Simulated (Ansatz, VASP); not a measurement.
## SrO: VASP beside Ansatz

```
Sr O
1.0
     0.00000    2.56980    2.49271
     2.56980    0.00000    2.49271
     2.56980    2.56980    0.00000
Sr O
1 1
Direct
  0.00000 0.00000 0.00000
  0.50000 0.50000 0.50000
```

Change from the starting cell: zz strain of -3 %, crystal datasets.

Alike in both runs: task electric field gradients; functional PBE; k mesh 8 × 8 × 8; occupations fermi-dirac, width 0.02 eV; no spin polarisation.

|  | VASP | Ansatz |
| --- | --- | --- |
| version | VASP 6.6.1 | Ansatz 0.2.0 |
| potentials or method | VASP PAW PBE potentials, release 64 (Sr_sv, O), cutoff 520 eV | all-electron PAW with datasets made for the crystal, scalar-relativistic |

|  | VASP | Ansatz | Ansatz less VASP |
| --- | --- | --- | --- |
| gap on the k mesh at the Fermi level (eV) | 3.08 | 3.13 | +0.053 |
| pressure (GPa) | 7.0 | 6.3 | -0.68 |
| traceless stress, the component that is largest in VASP (GPa) | 3.63 | 3.44 | -0.182 |
| size of Vzz on the site where it differs most (V/Å²) | 34.0 | 33.5 | -0.55 |

Ansatz ran all-electron here, and VASP with PAW potentials.
